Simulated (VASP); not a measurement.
NaF: single point with PBE

NaF:

```xyz
2
Lattice="0.0000 2.3136 2.3136 2.3136 0.0000 2.3136 2.3136 2.3136 0.0000" Properties=species:S:1:pos:R:3 pbc="T T T"
Na    0.0000    0.0000    0.0000
F     2.3136    2.3136    2.3136
```

| Quantity | Value |
| --- | --- |
| Program | VASP 6.6.1 |
| Task | single point |
| Functional | PBE |
| Potentials or basis | VASP PAW PBE potentials, release 64 (Na_pv, F) |
| Cutoff | 600 eV |
| k mesh | 7 × 7 × 7 |
| Occupations | fermi-dirac, width 0.0893 eV |
| Spin | no spin polarisation |
| Dipole correction | no |
| Further INCAR settings | ALGO = Normal; EDIFF = 1e-06; NBANDS = 14 |

```json
{
  "Pressure": "2.1 GPa",
  "Band gap on the k mesh": "6.33 eV, direct"
}
```

Levels at points of the mesh, in eV from the valence-band top:
```
           k point  band 5  band 6  band 7  band 8  band 9  band 10
(0.00, 0.00, 0.00)    0.00    0.00    0.00    6.33   19.01    19.01
```

It took 8.3 s on 1 thread of Intel(R) Xeon(R) Platinum 8488C (Sapphire Rapids), with other jobs on the host, peak memory 0.15 GiB.

Expect the measured gap to be larger: semilocal functionals such as PBE lack the derivative discontinuity.
